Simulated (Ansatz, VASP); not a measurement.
**Two plane-wave programs on RbVO2**

The input INCAR:

```
PREC = Accurate ; ENCUT = 600
EDIFF = 1E-6 ; ISMEAR = 0
SIGMA = 0.1 ; LREAL = False
LASPH = True ; NELM = 150
ALGO = Normal ; ISIF = 3
LWAVE = False ; LCHARG = False
ISPIN = 2 ; MAGMOM = 0 0.94 0 0
LORBIT = 11 ; LMAXMIX = 4
GGA = PE ; IBRION = 2
NSW = 90 ; EDIFFG = -0.04
```

The input KPOINTS:

```
regular mesh
0
Gamma
  6 6 4
```

The input POSCAR:

```
RbVO2
1.0
    2.7240326310      0.0000000000      0.0000000000
    0.0000000000      2.7240326310      0.0000000000
    0.0000000000      0.0000000000      7.3252813028
Rb V O
1 1 2
Direct
    0.0000000000      0.0000000000      0.5000000000
    0.5000000000      0.5000000000      0.0000000000
    0.0000000000      0.0000000000      0.8457379400
    0.0000000000      0.0000000000      0.1542620600
```

Input for Ansatz:

```yaml
crystal:
  lattice:
    - [2.724032631, 0.0, 0.0]
    - [0.0, 2.724032631, 0.0]
    - [0.0, 0.0, 7.3252813028]
  atoms:
    - { symbol: Rb, position: [0.0, 0.0, 0.5] }
    - { symbol: V, position: [0.5, 0.5, 0.0], spin: 0.94 }
    - { symbol: O, position: [0.0, 0.0, 0.84573794] }
    - { symbol: O, position: [0.0, 0.0, 0.15426206] }
basis:
  ecutwfc: 420
kpoints:
  mp_grid: { grid: [6, 6, 4] }
hamiltonian:
  xc: pbe
scf:
  occupations: { method: gaussian, width: 0.1 }
  lower_state_search: "off"
output:
  forces: true
  stress: true
  eigenvalues: true
  populations: true
magnetization:
  spin_polarized: true
relax:
  adjacent_minimum: "off"
  f_tol: 0.04
  max_steps: 70
  cell: { stress_tol: 0.4 }
```

Alike in both runs: task relaxation of cell and atoms; functional PBE; k mesh 6 × 6 × 4; occupations gaussian, width 0.1 eV; collinear spin.

```csv
,VASP,Ansatz
version,VASP 6.6.1,Ansatz 0.2.0
potentials or method,"VASP PAW PBE potentials, release 64 (Rb_sv, V_sv, O), cutoff 600 eV","scalar-relativistic, plane waves, PAW"
valence electrons in the cell,34,34
```

```csv
,VASP,Ansatz,Ansatz less VASP
"gap on the k mesh at the Fermi level, each at its own relaxed structure (eV)",none,none,-
net moment per atom (μB),0.06,0.06,0.000
size of the moment on the site where the two differ most (μB),0.27,0.23,-0.038
relaxed volume (Å³/atom),13.38,13.34,-0.038
relaxed length of the cell vector where the two differ most in proportion (Å),2.691,2.687,-0.0042
```

Site moments also hang on the region over which each program counts them. A gap of «none» marks a metal or a gap that the smearing closes.

The k mesh is coarse, so the values compare programs but aren't converged.
